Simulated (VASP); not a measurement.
# B (P-3m1) in VASP: a series of runs, part 2 of 2

VASP 6.6.1. The steps go on from the part before.

### 4 Single point, PBE

This run uses another cell than the first one, of 6.63 Å³/atom.

Contents of INCAR:

```
  PREC = Accurate
  ENCUT = 520
  EDIFF = 1E-7
  ISMEAR = 0
  SIGMA = 0.1
  LREAL = False
  LASPH = True
  NELM = 100
  ALGO = Normal
  ISIF = 2
  LWAVE = False
  LCHARG = False
  GGA = PE
  NBANDS = 20
```

Contents of KPOINTS:

```
Automatic mesh
0
Gamma
  6 6 4
```

Contents of POSCAR:

```
B
1.0
    2.8419745532      0.0000000000      0.0000000000
   -1.4209872766      2.4612221599      0.0000000000
    0.0000000000      0.0000000000      6.6364139733
B
7
Direct
    0.6666666667      0.3333333333      0.6638071223
    0.0000000000      0.0000000000      0.7541480329
    0.6666666667      0.3333333333      0.9107788038
    0.3333333333      0.6666666667      0.0892211962
    0.0000000000      0.0000000000      0.2458519671
    0.3333333333      0.6666666667      0.3361928777
    0.0000000000      0.0000000000      0.5000000000
```

Potentials or basis: VASP PAW PBE potentials, release 64 (B).

The run is started by

```sh
$ cat potpaw_PBE.64/B/POTCAR > POTCAR
$ mpirun -np 1 vasp_std > vasp.out
```

OUTCAR:

```text
PREC = Accurate
   ENCUT = 520
   EDIFF = 1E-7
   ISMEAR = 0
   LREAL = False
   LASPH = True
   NELM = 100
   ISIF = 2
   GGA = PE

 ion  position               nearest neighbor table
   1  0.667  0.333  0.664-   3 1.64   2 1.75   2 1.75   2 1.75   7 1.97   7 1.97   7 1.97
   2  0.000  0.000  0.754-   7 1.69   1 1.75   1 1.75   1 1.75   3 1.94   3 1.94   3 1.94
   3  0.667  0.333  0.911-   1 1.64   2 1.94   2 1.94   2 1.94   4 2.02   4 2.02   4 2.02
   4  0.333  0.667  0.089-   6 1.64   5 1.94   5 1.94   5 1.94   3 2.02   3 2.02   3 2.02
   5  0.000  0.000  0.246-   7 1.69   6 1.75   6 1.75   6 1.75   4 1.94   4 1.94   4 1.94
[... 762 lines left out ...]
  Total       -0.0029827     -0.0029827      0.0676392      0.0000000      0.0000000      0.0000000
  in kB       -0.1029464     -0.1029464      2.3345583      0.0000000      0.0000000      0.0000000
  external PRESSURE =       0.7095552 kB  Pullay stress =       0.0000000 kB

 VOLUME and BASIS-vectors are now :
 -----------------------------------------------------------------------------
  energy-cutoff  :      520.00
  volume of cell :       46.42
      direct lattice vectors                 reciprocal lattice vectors
     2.841974553  0.000000000  0.000000000     0.351868034  0.203151104  0.000000000
    -1.420987277  2.461222160  0.000000000     0.000000000  0.406302209  0.000000000
     0.000000000  0.000000000  6.636413973     0.000000000  0.000000000  0.150683789

 POSITION                                       TOTAL-FORCE (eV/Angst)
 -----------------------------------------------------------------------------------
      1.42099      0.82041      4.40530        -0.000000      0.000000     -0.002158
      0.00000      0.00000      5.00484         0.000000     -0.000000      0.013593
      1.42099      0.82041      6.04431        -0.000000      0.000000      0.009813
     -0.00000      1.64081      0.59211         0.000000     -0.000000     -0.009813
      0.00000      0.00000      1.63158        -0.000000      0.000000     -0.013593
     -0.00000      1.64081      2.23112         0.000000      0.000000      0.002158
      0.00000      0.00000      3.31821         0.000000      0.000000      0.000000
 -----------------------------------------------------------------------------------
    total drift:                               -0.000000      0.000000     -0.000000

  FREE ENERGIE OF THE ION-ELECTRON SYSTEM (eV)
  ---------------------------------------------------
  free  energy   TOTEN  =       -43.8710435859 eV

  energy  without entropy=      -43.8647307516  energy(sigma->0) =      -43.86788717
```

stdout:

```text
POSCAR found type information on POSCAR B
 POSCAR found :  1 types and       7 ions
 scaLAPACK will be used
 LDA part: xc-table for (Slater+PW92), standard interpolation
 POSCAR, INCAR and KPOINTS ok, starting setup
 FFT: planning ... GRIDC
 FFT: planning ... GRID_SOFT
 FFT: planning ... GRID
 WAVECAR not read
 entering main loop
```

Run time: 11 s. Hardware: 1 thread of Intel Xeon 6975P-C (Granite Rapids), shared host; peak memory 0.16 GiB.

Results:

| Quantity | Value |
| --- | --- |
| Free energy | -43.8710 eV |
| Pressure | 0.1 GPa |
| Largest force | 0.014 eV/Å |
| Band gap on the k mesh | zero (an odd number of electrons rules out a gap without spin polarisation) |

Forces in eV/Å, atoms in the order of the input:
```
B    0.000  0.000 -0.002
B    0.000  0.000  0.014
B    0.000  0.000  0.010
B    0.000  0.000 -0.010
B    0.000  0.000 -0.014
B    0.000  0.000  0.002
B    0.000  0.000  0.000
```

Stress tensor (GPa, compression positive):
```
-0.01  0.00  0.00
 0.00 -0.01  0.00
 0.00  0.00  0.23
```

Caveat: the k points lie up to 0.43 Å⁻¹ apart, too coarse for converged energies and pressures of a metal.

### 5 Single point, PBE

This run uses another cell than the first one, of 6.62 Å³/atom.

Contents of INCAR:

```
PREC     = Accurate       # precision mode
ENCUT    = 520            # plane-wave cutoff, eV
EDIFF    = 1E-6           # SCF threshold, eV
ISMEAR   = 0              # smearing method
SIGMA    = 0.1            # smearing width, eV
LREAL    = False          # projectors in reciprocal space
LASPH    = True           # aspherical terms in the spheres
NELM     = 100            # most SCF steps
ALGO     = Normal         # electronic algorithm
ISIF     = 2              # what is computed and relaxed
LWAVE    = False          # write WAVECAR
LCHARG   = True           # write CHGCAR
GGA      = PE             # functional
LELF     = True           # ELF
LVHAR    = True         
NBANDS   = 20             # bands
```

Contents of KPOINTS:

```
Automatic mesh
0
Gamma
  12 12 2
```

Contents of POSCAR:

```
B
1.0
    2.8473213310      0.0000000000      0.0000000000
   -1.4236606654      2.4658526054      0.0000000000
    0.0000000000      0.0000000000      6.5959736222
B
7
Direct
    0.6666666667      0.3333333333      0.6639010466
    0.0000000000      0.0000000000      0.7552563398
    0.6666666667      0.3333333333      0.9131078707
    0.3333333333      0.6666666667      0.0868921293
    0.0000000000      0.0000000000      0.2447436602
    0.3333333333      0.6666666667      0.3360989534
    0.0000000000      0.0000000000      0.5000000000
```

The run is started by

```sh
$ cat potpaw_PBE.64/B/POTCAR > POTCAR
$ mpirun -np 1 vasp_std > vasp.out
```

Wall time 16 s (1 thread of Intel Xeon 6975P-C (Granite Rapids), shared host); peak memory 0.16 GiB.

Results (log left out):

```yaml
Free_energy: -43.8630 eV
Pressure: 0.2 GPa
Largest_force: 0.017 eV/Å
Band_gap_on_the_k_mesh: zero (an odd number of electrons rules out a gap without spin polarisation)
```

Forces in eV/Å, atoms in the order of the input:
```
B    0.000  0.000 -0.017
B    0.000  0.000  0.002
B    0.000  0.000  0.017
B    0.000  0.000 -0.017
B    0.000  0.000 -0.002
B    0.000  0.000  0.017
B    0.000  0.000  0.000
```

Stress tensor (GPa, compression positive):
```
0.10 0.00 0.00
0.00 0.10 0.00
0.00 0.00 0.24
```

Levels at points of the mesh, in eV from the Fermi level:
```tsv
k point	band 6	band 7	band 8	band 9	band 10	band 11	band 12	band 13	band 14	band 15
(0.00, 0.00, 0.00)	-1.46	-1.46	-0.63	-0.63	4.13	4.13	4.58	4.58	4.60	5.99
(0.50, 0.00, 0.00)	-7.65	-4.86	-4.47	-2.78	-1.27	-0.44	0.11	2.95	3.44	5.66
(0.00, 0.00, 0.50)	-1.50	-1.50	-0.49	-0.49	2.05	2.87	2.87	5.89	5.89	7.20
(0.50, 0.00, 0.50)	-6.27	-5.67	-4.45	-3.84	-3.74	2.03	2.48	3.16	3.29	3.79
```

Caveat: the k points lie up to 0.48 Å⁻¹ apart, too coarse for converged energies and pressures of a metal.

### 6 Relaxation of cell and atoms, PBE

This run uses another cell than the first one, of 7.32 Å³/atom.

Contents of INCAR:

```
SYSTEM = B
PREC = Accurate
ENCUT = 600
EDIFF = 1E-6
ISMEAR = 0
SIGMA = 0.1
LREAL = .FALSE.
LASPH = .TRUE.
NELM = 60
ALGO = Normal
ISIF = 3
LWAVE = .FALSE.
LCHARG = .FALSE.
GGA = PE
IBRION = 2
NSW = 90
EDIFFG = -0.04
```

Contents of KPOINTS:

```
Automatic mesh
0
G
  6 6 2
  0 0 0
```

Contents of POSCAR:

```
B
1.0
    2.4741264900      0.0000000000      0.0000000000
   -1.2370632500      2.1426563900      0.0000000000
    0.0000000000      0.0000000000      9.6651630600
B
7
Direct
    0.6666666700      0.3333333300      0.6428571400
    0.0000000000      0.0000000000      0.7857142900
    0.6666666700      0.3333333300      0.9285714300
    0.3333333300      0.6666666700      0.0714285700
    0.0000000000      0.0000000000      0.2142857100
    0.3333333300      0.6666666700      0.3571428600
    0.0000000000      0.0000000000      0.5000000000
```

Potentials or basis: VASP PAW PBE potentials, release 64 (B).

The run is started by

```sh
$ cat potpaw_PBE.64/B/POTCAR > POTCAR
$ mpirun -np 1 vasp_std > vasp.out
```

Wall time 32 s (1 thread of Intel Xeon 6975P-C (Granite Rapids), shared host); peak memory 0.17 GiB.

The run converged. Its results:

```
Free energy                           : -37.4565 eV
Relaxed volume                        : 6.62 Å³/atom
Relaxed cell                          : a = 2.401 Å, b = 2.401 Å, c = 9.279 Å, α = 90.00°, β = 90.00°, γ = 120.00°
Space group after relaxing (to 0.1 Å) : P-3m1 (No. 164)
Energy gained by relaxing             : 45.2 meV/atom
Ionic steps                           : 8
Pressure after relaxing               : 0.6 GPa
Largest force after relaxing          : 0.014 eV/Å
Band gap on the k mesh                : zero (an odd number of electrons rules out a gap without spin polarisation)
```

Forces in eV/Å, atoms in the order of the input:
```
B    0.000  0.000  0.014
B    0.000  0.000  0.013
B    0.000  0.000  0.000
B    0.000  0.000  0.000
B    0.000  0.000 -0.013
B    0.000  0.000 -0.014
B    0.000  0.000  0.000
```

Stress tensor (GPa, compression positive):
```
0.59 0.00 0.00
0.00 0.59 0.00
0.00 0.00 0.50
```

Step by step:
```csv
step,energy change (eV),largest force (eV/Å),pressure (GPa),volume (Å³)
1,0.0000,0.2122,-18.51,51.24
2,-0.2779,0.3196,6.56,45.21
3,-0.3062,0.2710,0.02,46.51
4,-0.3061,0.2675,-0.42,46.61
5,-0.3129,0.1316,-0.32,46.52
6,-0.3148,0.0882,-0.19,46.45
7,-0.3161,0.0461,0.22,46.38
8,-0.3164,0.0141,0.56,46.32
```

Final structure:
```
B
1.0
     2.40085    0.00000    0.00000
    -1.20043    2.07920    0.00000
     0.00000    0.00000    9.27927
B
7
Direct
  0.66667 0.33333 0.64669
  0.00000 0.00000 0.78781
  0.66667 0.33333 0.92843
  0.33333 0.66667 0.07157
  0.00000 0.00000 0.21219
  0.33333 0.66667 0.35331
  0.00000 0.00000 0.50000
```

Levels at points of the mesh, in eV from the Fermi level:
| k point | band 6 | band 7 | band 8 | band 9 | band 10 | band 11 | band 12 | band 13 | band 14 |
| --- | --- | --- | --- | --- | --- | --- | --- | --- | --- |
| (0.00, 0.00, 0.00) | -5.41 | -5.30 | 5.60 | 5.60 | 5.68 | 5.68 | 7.54 | 7.54 | 7.63 |
| (0.50, 0.00, 0.00) | -8.50 | -6.54 | -4.32 | -3.74 | -2.10 | 0.39 | 0.93 | 1.54 | 1.81 |
| (0.00, 0.00, 0.50) | -8.61 | -3.40 | 5.20 | 5.42 | 5.42 | 6.06 | 6.06 | 6.77 | 6.77 |
| (0.50, 0.00, 0.50) | -7.62 | -7.29 | -5.33 | -2.21 | -0.77 | -0.48 | -0.35 | 0.71 | 0.86 |

Caveat: the k points lie up to 0.50 Å⁻¹ apart in the final cell, too coarse for converged energies and pressures of a metal.

### 7 Summary

```tsv
task	cell	k mesh	cutoff (eV)	gap on the mesh (eV)	pressure (GPa)	largest force (eV/Å)
single point	a = 2.402, b = 2.402, c = 9.312 Å, angles 90.0, 90.0, 120.0°, 7 atoms, atomic positions A	6 × 6 × 2	520	none	-0.1	0.02
single point	a = 2.474, b = 2.474, c = 9.665 Å, angles 90.0, 90.0, 120.0°, 7 atoms, atomic positions B	6 × 6 × 2	520	none	-18.1	0.19
single point	a = 2.842, b = 2.842, c = 6.636 Å, angles 90.0, 90.0, 120.0°, 7 atoms, atomic positions C	6 × 6 × 4	520	none	0.1	0.01
single point	a = 2.847, b = 2.847, c = 6.596 Å, angles 90.0, 90.0, 120.0°, 7 atoms, atomic positions D	12 × 12 × 2	520	none	0.2	0.02
relaxation of cell and atoms	relaxed from a = 2.474, b = 2.474, c = 9.665 Å, angles 90.0, 90.0, 120.0°, 7 atoms, atomic positions B	6 × 6 × 2	600	none	0.6	0.01
```

Alike in all rows: level PBE; potentials or basis VASP PAW PBE potentials, release 64 (B); no spin polarisation; smearing gaussian 0.1 eV.

Caveats: all runs use coarse meshes.

Absolute energies hang on the potentials; compare differences alone.
